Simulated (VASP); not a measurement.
A run of VASP 6.6.1:

The input INCAR:

```
ALGO = Fast
EDIFF = 1E-6
EDIFFG = -0.01
ENCUT = 600
GGA = PE
IBRION = 2
ISIF = 3
ISMEAR = 0
LASPH = True
LCHARG = False
LREAL = False
LWAVE = False
NELM = 60
NSW = 100
PREC = Accurate
SIGMA = 0.1
```

The input KPOINTS:

```
k-points
0
Gamma
  10 10 10
```

The input POSCAR:

```
Ba3C
1.0
    5.0722588159      0.0000000000      0.0000000000
    0.0000000000      5.0722588159      0.0000000000
    0.0000000000      0.0000000000      5.0722588159
Ba C
3 1
Direct
    0.0000000000      0.5000000000      0.5000000000
    0.5000000000      0.0000000000      0.5000000000
    0.5000000000      0.5000000000      0.0000000000
    0.0000000000      0.0000000000      0.0000000000
```

Potentials or basis: VASP PAW PBE potentials, release 64 (Ba_sv, C).

Command:

```bash
$ cat potpaw_PBE.64/Ba_sv/POTCAR potpaw_PBE.64/C/POTCAR > POTCAR
$ mpirun -np 1 vasp_std > vasp.out
```

Hardware: 1 thread of Oxide Virtual Turin-like Processor, with other jobs on the host.

Question: Estimate the wall time of this run.

Answer: It took 15 min on 1 thread of Oxide Virtual Turin-like Processor, on a shared host, peak memory 0.35 GiB. Counts: scf iterations 56, k points 56, ion steps 3.
